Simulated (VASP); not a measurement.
**Cd: single point with PBE**

Crystal: Cd.

```xyz
3
Lattice="5.0761 0.0000 0.0000 -2.5381 4.3961 0.0000 0.0000 0.0000 3.0536" Properties=species:S:1:pos:R:3 pbc="T T T"
Cd    0.0000    0.0000    0.0000
Cd    0.0000    2.9307    1.5268
Cd    2.5381    1.4654    1.5268
```

This isn't the form of Cd at room conditions, which is hcp.

- Program: VASP 6.6.1
- Task: single point
- Functional: PBE
- Potentials or basis: VASP PAW PBE potentials, release 64 (Cd)
- Cutoff: 520 eV
- k mesh: 9 × 9 × 13
- Occupations: fermi-dirac, width 0.1 eV
- Spin: no spin polarisation

* Pressure: 1.9 GPa
* Band gap on the k mesh: zero (bands 18 and 19 overlap by 4.33 eV)

Levels at points of the mesh, in eV from the Fermi level:
```
           k point  band 16  band 17  band 18  band 19  band 20  band 21
(0.00, 0.00, 0.00)    -8.33     0.22     0.44     0.83     0.83     0.87
```

Run time: 110 s on 1 thread of Oxide Virtual Turin-like Processor (shared host), peak memory 0.22 GiB.
